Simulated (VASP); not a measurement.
# GaN (P6_3mc) in VASP: single point with PBE

Aim: the single point of GaN with PBE.

Everything below comes from runs of VASP 6.6.1. Logs are shortened: lines on timing, memory, paths and dates and some standing lists are left out, and cuts for length are marked.

### Step 1. The cell of the first run

Symmetry: P6_3mc, No. 186, hexagonal system. The conventional cell has a = 3.190 Å, b = 3.190 Å, c = 5.180 Å, α = 90.00°, β = 90.00°, γ = 120.00°. Within 2.6 Å of Ga (site symmetry 3m) lie 4 N at 1.95 Å. Within 2.6 Å of N (site symmetry 3m) lie 4 Ga at 1.95 Å.

### Step 2. Single point, PBE

The input, INCAR:

```
  PREC = Accurate
  ENCUT = 600
  EDIFF = 1E-6
  ISMEAR = 0
  SIGMA = 0.01
  LREAL = F
  LASPH = T
  NELM = 120
  ALGO = Normal
  ISIF = 2
  LWAVE = F
  LCHARG = F
  GGA = PE
  NBANDS = 26
  GGA_COMPAT = F
```

The input, KPOINTS:

```
Automatic mesh
0
Gamma
  4 4 3
```

The input, POSCAR:

```
GaN
1.0
    3.1900000000      0.0000000000      0.0000000000
   -1.5950000000      2.7626210381      0.0000000000
    0.0000000000      0.0000000000      5.1795846876
Ga N
2 2
Direct
    0.3333333333      0.6666666667     -0.0001369521
    0.6666666667      0.3333333333      0.4998630479
    0.3333333333      0.6666666667      0.3771369521
    0.6666666667      0.3333333333      0.8771369521
```

Potentials or basis: VASP PAW PBE potentials, release 64 (Ga_d, N).

Command:

```
$ cat potpaw_PBE.64/Ga_d/POTCAR potpaw_PBE.64/N/POTCAR > POTCAR
$ mpirun -np 1 vasp_std > vasp.out
```

OUTCAR:

```text
PREC = Accurate
   ENCUT = 600
   EDIFF = 1E-6
   ISMEAR = 0
   LREAL = F
   LASPH = T
   NELM = 120
   ISIF = 2
   GGA = PE

 ion  position               nearest neighbor table
   1  0.333  0.667  1.000-   4 1.95   4 1.95   4 1.95   3 1.95
   2  0.667  0.333  0.500-   3 1.95   3 1.95   3 1.95   4 1.95
   3  0.333  0.667  0.377-   2 1.95   2 1.95   2 1.95   1 1.95
   4  0.667  0.333  0.877-   1 1.95   1 1.95   1 1.95   2 1.95

  LATTYP: Found a hexagonal cell.
 ALAT       =     3.1900000000
 C/A-ratio  =     1.6236942594

  Lattice vectors:

 A1 = (   3.1900000000,   0.0000000000,   0.0000000000)
 A2 = (  -1.5950000000,   2.7626210381,   0.0000000000)
 A3 = (   0.0000000000,   0.0000000000,   5.1795846876)

Analysis of symmetry for initial positions (statically):
=====================================================================
 Subroutine PRICEL returns:
 Original cell was already a primitive cell.

 Routine SETGRP: Setting up the symmetry group for a
 hexagonal supercell.

 Subroutine GETGRP returns: Found 12 space group operations
 (whereof  6 operations were pure point group operations)
 out of a pool of 24 trial point group operations.

The static configuration has the point symmetry C_3v.
 The point group associated with its full space group is C_6v.

Analysis of symmetry for dynamics (positions and initial velocities):
=====================================================================
 Subroutine PRICEL returns:
 Original cell was already a primitive cell.

 Routine SETGRP: Setting up the symmetry group for a
 hexagonal supercell.

 Subroutine GETGRP returns: Found 12 space group operations
 (whereof  6 operations were pure point group operations)
 out of a pool of 24 trial point group operations.

The dynamic configuration has the point symmetry C_3v.
 The point group associated with its full space group is C_6v.

 Subroutine INISYM returns: Found 12 space group operations
 (whereof  6 operations are pure point group operations),
 and found     1 'primitive' translations

----------------------------------------------------------------------------------------

                                     Primitive cell

  volume of cell :      45.6464

  direct lattice vectors                    reciprocal lattice vectors
     3.190000000  0.000000000  0.000000000     0.313479624  0.180987545  0.000000000
    -1.595000000  2.762621038  0.000000000     0.000000000  0.361975090  0.000000000
     0.000000000  0.000000000  5.179584688     0.000000000  0.000000000  0.193065672

  length of vectors
     3.190000000  3.190000000  5.179584688     0.361975090  0.361975090  0.193065672

  position of ions in fractional coordinates (direct lattice)
     0.333333333  0.666666667  0.999863048
     0.666666667  0.333333333  0.499863048
     0.333333333  0.666666667  0.377136952
     0.666666667  0.333333333  0.877136952

  ion indices of the primitive-cell ions
   primitive index   ion index
                 1           1
                 2           2
                 3           3
                 4           4

----------------------------------------------------------------------------------------

 KPOINTS: Automatic mesh

Automatic generation of k-mesh.
 Grid dimensions read from file:
 generate k-points for:    4    4    3

 Generating k-lattice:

  Cartesian coordinates                     Fractional coordinates (reciprocal lattice)
     0.078369906  0.045246886  0.000000000     0.250000000  0.000000000  0.000000000
     0.000000000  0.090493773  0.000000000     0.000000000  0.250000000  0.000000000
     0.000000000  0.000000000  0.064355224     0.000000000  0.000000000  0.333333333

  Length of vectors
     0.090493773  0.090493773  0.064355224

  Shift w.r.t. Gamma in fractional coordinates (k-lattice)
     0.000000000  0.000000000  0.000000000

 Subroutine IBZKPT returns following result:
 ===========================================

 Found      8 irreducible k-points:

 Following reciprocal coordinates:
            Coordinates               Weight
  0.000000  0.000000  0.000000      1.000000
  0.250000 -0.000000  0.000000      6.000000
  0.500000 -0.000000  0.000000      3.000000
  0.250000  0.250000  0.000000      6.000000
  0.000000  0.000000  0.333333      2.000000
  0.250000 -0.000000  0.333333     12.000000
  0.500000 -0.000000  0.333333      6.000000
  0.250000  0.250000  0.333333     12.000000
   k-points           NKPTS =      8   k-points in BZ     NKDIM =      8   number of bands    NBANDS=     26
   number of dos      NEDOS =    301   number of ions     NIONS =      4
   total plane-waves  NPLWV =  32928
   dimension x,y,z NGX =    28 NGY =   28 NGZ =   42
   dimension x,y,z NGXF=    56 NGYF=   56 NGZF=   84
   ions per type =               2   2
   NGX,Y,Z   is equivalent  to a cutoff of  14.59, 14.59, 13.48 a.u.
   NGXF,Y,Z  is equivalent  to a cutoff of  29.18, 29.18, 26.96 a.u.
 SYSTEM =  unknown system
   PREC   = accura    normal or accurate (medium, high low for compatibility)
   ISTART =      0    job   : 0-new  1-cont  2-samecut
   ICHARG =      2    charge: 1-file 2-atom 10-const
   ISPIN  =      1    spin polarized calculation?
   LNONCOLLINEAR =      F non collinear calculations
   LSORBIT =      F    spin-orbit coupling
   LASPH  =      T    aspherical Exc in radial PAW
   ENCUT  =  600.0 eV  44.10 Ry    6.64 a.u.   6.37  6.37 10.34*2*pi/ulx,y,z
   NELM   =    120;   NELMIN=  2; NELMDL= -5     # of ELM steps
   EDIFF  = 0.1E-05   stopping-criterion for ELM
   LREAL  =      F    real-space projection
   EDIFFG = 0.1E-04   stopping-criterion for IOM
   NSW    =      0    number of steps for IOM
   IBRION =     -1    ionic relax: 0-MD 1-quasi-New 2-CG
   NFREE  =      0    steps in history (QN), initial steepest desc. (CG)
   ISIF   =      2    stress and relaxation
   ISYM   =      2    0-nonsym 1-usesym 2-fastsym
   POTIM  = 0.5000    time-step for ionic-motion
   TEBEG  =    0.0;   TEEND  =   0.0 temperature during run
   PSTRESS=    0.0 pullay stress
   NELECT =      36.0000    total number of electrons
   NUPDOWN=      -1.0000    fix difference up-down
   EMIN   =  10.00;   EMAX   =-10.00  energy-range for DOS
   EFERMI =   0.00;   METHOD = LEGACY
   ISMEAR =     0;   SIGMA  =   0.01  broadening in eV -4-tet -1-fermi 0-gaus
   EFERMI_NEDOS =   21; number of points for ismear=-14 and -15
   IALGO  =     38    algorithm
   IMIX   =      4    mixing-type and parameters
     AMIX     =   0.40;   BMIX     =  1.00
     AMIX_MAG =   1.60;   BMIX_MAG =  1.00
  volume/ion in A,a.u.               =      11.41        77.01
  Fermi-wavevector in a.u.,A,eV,Ry     =   1.512539  2.858285 31.127073  2.287775
  Thomas-Fermi vector in A             =   2.622450
   LORBIT       =      0    0 simple, 1 ext, 2 COOP (PROOUT), +10 PAW based schemes
   GGA     = PE    functional components
   LHFCALC =     F    Hartree Fock is set to
   AEXX    =    0.0000 exact exchange contribution
   IVDW    =     0    specifies the selected vdW correction
   LEPSILON=     F    determine dielectric tensor
   LRPA    =     F    only Hartree local field effects (RPA)
 non-spin polarized calculation
 Gauss-broadening in eV      SIGMA  =   0.01
  energy-cutoff  :      600.00
  volume of cell :       45.65
 maximum number of plane-waves:      1539
 NGX is ok and might be reduce to    28
   NGX = 13   NGY = 13   NGZ = 21

 number of electron      35.9999996 magnetization

 Free energy of the ion-electron system (eV)
  ---------------------------------------------------
  ext. energy  EPLUGINS =         0.00000000
  ---------------------------------------------------
  free energy    TOTEN  =       -24.23954108 eV

  energy without entropy =      -24.23954108  energy(sigma->0) =      -24.23954108

 E-fermi :   5.4314     XC(G=0): -11.6679

 val. band max:        5.3490245042   @ k =   0.0000   0.0000   0.0000
 cond. band min:       7.2670289987   @ k =   0.0000   0.0000   0.0000
 fundamental gap:      1.9180044945
 Fermi energy:         5.4314296002

 k-point     1 :       0.0000    0.0000    0.0000
  band No.  band energies     occupation
      1     -10.6405      2.00000
      2      -9.7202      2.00000
      3      -8.1097      2.00000
      4      -8.0941      2.00000
      5      -8.0941      2.00000
      6      -8.0324      2.00000
[... 18 lines left out ...]
     25      17.0267      0.00000
     26      17.0267      0.00000

 k-point     2 :       0.2500   -0.0000    0.0000
  band No.  band energies     occupation
      1     -10.1388      2.00000
      2      -9.6111      2.00000
      3      -8.0547      2.00000
      4      -8.0356      2.00000
      5      -7.9706      2.00000
      6      -7.9305      2.00000
[... 18 lines left out ...]
     25      16.7642      0.00000
     26      18.0312      0.00000

 k-point     3 :       0.5000   -0.0000    0.0000
  band No.  band energies     occupation
      1      -9.7316      2.00000
      2      -9.5542      2.00000
      3      -8.0453      2.00000
      4      -8.0214      2.00000
      5      -7.9248      2.00000
      6      -7.8818      2.00000
[... 18 lines left out ...]
     25      17.7879      0.00000
     26      18.6688      0.00000

 k-point     4 :       0.2500    0.2500    0.0000
  band No.  band energies     occupation
      1      -9.7171      2.00000
      2      -9.5609      2.00000
      3      -8.0772      2.00000
      4      -7.9541      2.00000
      5      -7.8998      2.00000
      6      -7.8871      2.00000
[... 18 lines left out ...]
     25      16.3525      0.00000
     26      19.0536      0.00000

 k-point     5 :       0.0000    0.0000    0.3333
  band No.  band energies     occupation
      1     -10.3423      2.00000
      2      -9.8619      2.00000
      3      -8.0866      2.00000
      4      -8.0866      2.00000
      5      -8.0553      2.00000
      6      -8.0553      2.00000
[... 18 lines left out ...]
     25      16.2334      0.00000
     26      16.2334      0.00000

 k-point     6 :       0.2500   -0.0000    0.3333
  band No.  band energies     occupation
      1      -9.9390      2.00000
      2      -9.6721      2.00000
      3      -8.0494      2.00000
      4      -8.0112      2.00000
      5      -8.0068      2.00000
      6      -7.9584      2.00000
[... 18 lines left out ...]
     25      16.4747      0.00000
     26      17.4462      0.00000

 k-point     7 :       0.5000   -0.0000    0.3333
  band No.  band energies     occupation
      1      -9.6480      2.00000
      2      -9.5592      2.00000
      3      -8.0606      2.00000
      4      -8.0015      2.00000
      5      -7.9721      2.00000
      6      -7.8764      2.00000
[... 18 lines left out ...]
     25      16.6737      0.00000
     26      18.4712      0.00000

 k-point     8 :       0.2500    0.2500    0.3333
  band No.  band energies     occupation
      1      -9.6363      2.00000
      2      -9.5593      2.00000
      3      -8.0196      2.00000
      4      -7.9947      2.00000
      5      -7.9528      2.00000
      6      -7.9125      2.00000
[... 18 lines left out ...]
     25      17.2471      0.00000
     26      18.6060      0.00000

------------------------ aborting loop because EDIFF is reached ----------------------------------------

  FORCE on cell =-STRESS in cart. coord.  units (eV):
  Direction    XX          YY          ZZ          XY          YZ          ZX
  --------------------------------------------------------------------------------------
  -------------------------------------------------------------------------------------
  Total        1.4980444      1.4980444      1.6241226      0.0000000      0.0000000      0.0000000
  in kB       52.5809389     52.5809389     57.0062483      0.0000000      0.0000000      0.0000000
  external PRESSURE =      54.0560421 kB  Pullay stress =       0.0000000 kB

 VOLUME and BASIS-vectors are now :
 -----------------------------------------------------------------------------
  energy-cutoff  :      600.00
  volume of cell :       45.65
      direct lattice vectors                 reciprocal lattice vectors
     3.190000000  0.000000000  0.000000000     0.313479624  0.180987545  0.000000000
    -1.595000000  2.762621038  0.000000000     0.000000000  0.361975090  0.000000000
     0.000000000  0.000000000  5.179584688     0.000000000  0.000000000  0.193065672

 POSITION                                       TOTAL-FORCE (eV/Angst)
 -----------------------------------------------------------------------------------
     -0.00000      1.84175      5.17888         0.000000      0.000000      0.006437
      1.59500      0.92087      2.58908        -0.000000     -0.000000      0.006437
     -0.00000      1.84175      1.95341         0.000000      0.000000     -0.006437
      1.59500      0.92087      4.54321        -0.000000     -0.000000     -0.006437
 -----------------------------------------------------------------------------------
    total drift:                               -0.000000     -0.000000     -0.000537

  FREE ENERGIE OF THE ION-ELECTRON SYSTEM (eV)
  ---------------------------------------------------
  free  energy   TOTEN  =       -24.2395410793 eV

  energy  without entropy=      -24.2395410793  energy(sigma->0) =      -24.23954108
```

Run time: 16 s. Hardware: 1 thread of Intel Xeon Platinum 8259CL at 2.50GHz (Skylake/Cascade Lake), shared host; peak memory 0.17 GiB.

What came out:

| Property | Result |
| --- | --- |
| Free energy | -24.2395 eV |
| Pressure | 5.4 GPa |
| Largest force | 0.006 eV/Å |
| Band gap on the k mesh | 1.92 eV, direct |

Forces in eV/Å, atoms in the order of the input:
```
Ga   0.000  0.000  0.006
Ga   0.000  0.000  0.006
N    0.000  0.000 -0.006
N    0.000  0.000 -0.006
```

Stress tensor (GPa, compression positive):
```
5.26 0.00 0.00
0.00 5.26 0.00
0.00 0.00 5.70
```

Caveat: the k points lie up to 0.57 Å⁻¹ apart. As with any semilocal functional, this PBE gap is likely too small.
